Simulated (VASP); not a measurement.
Input of a VASP 6.6.1 run:

The input INCAR:

```
  ALGO = Normal
  EDIFF = 1E-6
  ENCUT = 600
  GGA = PE
  GGA_COMPAT = False
  ISIF = 2
  ISMEAR = 0
  LASPH = True
  LCHARG = False
  LREAL = False
  LWAVE = False
  NBANDS = 19
  NELM = 120
  PREC = Accurate
  SIGMA = 0.05
```

File KPOINTS:

```
k-points
0
Gamma
  12 12 12
```

File POSCAR:

```
ZrO2
1.0
    0.0000000000      2.5349984244      2.5349984244
    2.5349984244      0.0000000000      2.5349984244
    2.5349984244      2.5349984244      0.0000000000
Zr O
1 2
Direct
    0.0000000000      0.0000000000      0.0000000000
    0.2500000000      0.2500000000      0.2500000000
    0.7500000000      0.7500000000      0.7500000000
```

Potentials or basis: VASP PAW PBE potentials, release 64 (Zr_sv, O).

Command:

```bash
$ cat potpaw_PBE.64/Zr_sv/POTCAR potpaw_PBE.64/O/POTCAR > POTCAR
$ mpirun -np 1 vasp_std > vasp.out
```

**Question.** Estimate the pressure.

**Answer.** 6.9 GPa.

**Question.** Predict the band gap on the k mesh.

**Answer.** 3.39 eV (least direct gap 3.84 eV).

Caveat: the cell stands under pressure. A k mesh can miss the band edges.
